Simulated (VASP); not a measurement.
Here is a VASP 6.6.1 calculation.

INCAR

```
  PREC = Accurate
  ENCUT = 520
  EDIFF = 1E-8
  ISMEAR = 0
  SIGMA = 0.01
  LREAL = False
  LASPH = True
  NELM = 80
  ALGO = Normal
  ISIF = 2
  LWAVE = False
  LCHARG = True
  GGA = CA
  IBRION = 8
  NSW = 1
  LEPSILON = True
```

File KPOINTS:

```
Automatic mesh
0
Gamma
  8 8 8
```

The input POSCAR:

```
CaSe
1.0
    0.0000000000      2.8795728361      2.8795728361
    2.8795728361      0.0000000000      2.8795728361
    2.8795728361      2.8795728361      0.0000000000
Ca Se
1 1
Direct
    0.0000000000      0.0000000000      0.0000000000
    0.5000000000      0.5000000000      0.5000000000
```

Potentials or basis: VASP PAW LDA potentials, release 64 (Ca_sv, Se).

Run with:

```bash
$ cat potpaw_LDA.64/Ca_sv/POTCAR potpaw_LDA.64/Se/POTCAR > POTCAR
$ mpirun -np 1 vasp_std > vasp.out
```

(1) What does it give for the electronic dielectric tensor (diagonal)?

(2) Predict the Born charges (mean of the diagonal).

(3) Estimate the highest phonon frequency at Γ, LO-TO splitting left out.

Results:

(1) 6.14.

(2) Ca +2.35; Se -2.35 e.

(3) 200 cm⁻¹.

Caveat: the cell wasn't relaxed at this level first, which shifts response properties.
